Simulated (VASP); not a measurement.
A run of VASP 6.6.1:

Contents of INCAR:

```
PREC = Accurate ; ENCUT = 520
EDIFF = 1E-7 ; ISMEAR = 0
SIGMA = 0.05 ; LREAL = F
LASPH = T ; NELM = 100
ALGO = Normal ; ISIF = 2
LWAVE = F ; LCHARG = T
GGA = PE ; LELF = T
LVHAR = T ; NBANDS = 20
```

KPOINTS

```
regular mesh
0
Gamma
  12 12 12
```

File POSCAR:

```
SnO2
1.0
    1.6706500000      0.9645502272      4.5248000000
   -1.6706500000      0.9645502272      4.5248000000
    0.0000000000     -1.9291004544      4.5248000000
Sn O
1 2
Direct
    0.5000000000      0.5000000000      0.5000000000
    0.2348826742      0.2348826742      0.2348826742
    0.7651173258      0.7651173258      0.7651173258
```

Potentials or basis: VASP PAW PBE potentials, release 64 (Sn_d, O).

Launch:

```console
$ cat potpaw_PBE.64/Sn_d/POTCAR potpaw_PBE.64/O/POTCAR > POTCAR
$ mpirun -np 1 vasp_std > vasp.out
```

Hardware: 1 thread of AMD EPYC 7R43 64-Core Processor (Zen 3) (shared host).

Q: Estimate the wall time of this run.

A: Run time: 8.4 min on 1 thread of AMD EPYC 7R43 64-Core Processor (Zen 3) (shared host), peak memory 0.3 GiB. Counts: scf iterations 14, k points 189.
